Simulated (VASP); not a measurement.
The system is Ga2AsN.

```
Ga As N
1.0
     1.84672    1.06620    6.03136
    -1.84672    1.06620    6.03136
     0.00000   -2.13241    6.03136
Ga As N
2 1 1
Direct
  0.75000 0.75000 0.75000
  0.25000 0.25000 0.25000
  0.00000 0.00000 0.00000
  0.50000 0.50000 0.50000
```

```yaml
Program: VASP 6.6.1
Task: relaxation of cell and atoms
Functional: PBE
Potentials_or_basis: VASP PAW PBE potentials, release 64 (Ga_d, As, N)
Cutoff: 600 eV
k_mesh: 6 × 6 × 6
Occupations: gaussian, width 0.1 eV
Spin: no spin polarisation
```

At the start: pressure -9.9 GPa; volume 17.81 Å³/atom.

**Question.** Where does the relaxation end?

**Answer.** Over 14 steps the energy falls by 421.0 meV/atom and the volume is 14.68 Å³/atom (-17.6 %); space group R-3m (No. 166, to 0.1 Å) before and after.

Step by step:
```
step  energy change (eV)  largest force (eV/Å)  pressure (GPa)  volume (Å³)
   1              0.0000                2.2639           -9.93        71.25
   2             -0.9611                2.3865           -1.90        60.46
   3             -1.1254                1.8920            9.55        54.32
   4             -1.3671                0.9044           11.42        53.53
   5             -1.3987                0.1893           10.45        53.73
   6             -1.5961                0.0800           -2.33        59.62
   7             -1.5972                0.0507           -1.56        59.15
   8             -1.6414                0.1499           -0.93        58.80
   9             -1.6731                0.2696           -0.02        58.27
  10             -1.6746                0.3199            0.34        58.05
  11             -1.6751                0.3016            0.21        58.12
  12             -1.6822                0.1250            0.31        58.24
  13             -1.6837                0.0003            0.40        58.31
  14             -1.6839                0.0062           -0.38        58.71
```

Final structure:
```yaml
crystal:
  lattice:
    - [1.64639, 0.95054, 6.25229]
    - [-1.64639, 0.95054, 6.25229]
    - [0.00000, -1.90108, 6.25229]
  atoms:
    - { symbol: Ga, position: [0.76943, 0.76943, 0.76943] }
    - { symbol: Ga, position: [0.23057, 0.23057, 0.23057] }
    - { symbol: As, position: [0.00000, 0.00000, 0.00000] }
    - { symbol: N, position: [0.50000, 0.50000, 0.50000] }
```

Caveat: the volume moved by over 15 % at a fixed basis, so the end points are rough.
